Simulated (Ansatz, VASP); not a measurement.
One calculation of LuAl3N4, two programs

```
Lu Al N
1.0
     6.58297    0.00000    0.00000
     0.00000    5.67390    0.00000
     0.00000    0.00000    5.14359
Lu Al N
2 6 8
Direct
  0.00000 0.83765 0.98042
  0.50000 0.16235 0.48042
  0.00000 0.18606 0.49593
  0.50000 0.81394 0.99593
  0.25015 0.65968 0.49549
  0.74985 0.65968 0.49549
  0.75015 0.34032 0.99549
  0.24985 0.34032 0.99549
  0.00000 0.20992 0.86593
  0.50000 0.79008 0.36593
  0.27340 0.65063 0.86366
  0.72660 0.65063 0.86366
  0.00000 0.84516 0.42442
  0.77340 0.34937 0.36366
  0.22660 0.34937 0.36366
  0.50000 0.15484 0.92442
```

Alike in both runs: functional PBE; k mesh 4 × 4 × 6; occupations gaussian, width 0.02 eV; no spin polarisation.

Ansatz relaxed the structure, and its values are those at the end. VASP's run is a single point on that final structure, the one shown.

|  | VASP | Ansatz |
| --- | --- | --- |
| version | VASP 6.6.1 | Ansatz 0.2.0 |
| potentials or method | VASP PAW PBE potentials, release 64 (Lu, Al, N), cutoff 520 eV | scalar-relativistic, plane waves, PAW |
| valence electrons in the cell | 108 | 108 |

Ansatz gave:

```
gap on the k mesh at the Fermi level (eV) : 3.21
least direct gap on the mesh (eV)         : 3.24
pressure (GPa)                            : 0.0
rms of the force components (eV/Å)        : 0.002
```

Problem. What did VASP give for the same quantities?

Solution. gap on the k mesh at the Fermi level (eV): 3.21; least direct gap on the mesh (eV): 3.24; pressure (GPa): 0.2; rms of the force components (eV/Å): 0.027.

The functional is the same, so the differences come from potentials, cutoffs and numerics.

Neither program's run includes spin-orbit coupling.
